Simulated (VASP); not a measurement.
BN: single point with PBE

Crystal: BN.

```
B N
1.0
     0.00000    1.86309    1.86309
     1.86309    0.00000    1.86309
     1.86309    1.86309    0.00000
B N
1 1
Direct
  0.00000 0.00000 0.00000
  0.25000 0.25000 0.25000
```

This cell differs from its parent crystal: volume changed by +10%.

```
Program             : VASP 6.6.1
Task                : single point
Functional          : PBE
Potentials or basis : VASP PAW PBE potentials, release 64 (B, N)
Cutoff              : 520 eV
k mesh              : 8 × 8 × 8
Occupations         : gaussian, width 0.01 eV
Spin                : no spin polarisation
```

* Pressure: -26.4 GPa
* Band gap on the k mesh: 4.36 eV, indirect (least direct gap 8.39 eV)

Levels at points of the mesh, in eV from the valence-band top:
```csv
k point,band 2,band 3,band 4,band 5,band 6,band 7
"(0.00, 0.00, 0.00)",0.00,0.00,0.00,8.39,8.39,8.39
"(0.50, 0.00, 0.00)",-9.89,-1.78,-1.78,8.99,10.20,10.20
"(0.50, 0.50, 0.00)",-8.35,-4.47,-4.47,4.36,8.71,16.56
```

It took 5.9 s on 1 thread of AMD EPYC 7R43 64-Core Processor (Zen 3), on a shared host, peak memory 0.08 GiB.

 A k mesh can miss the band edges.
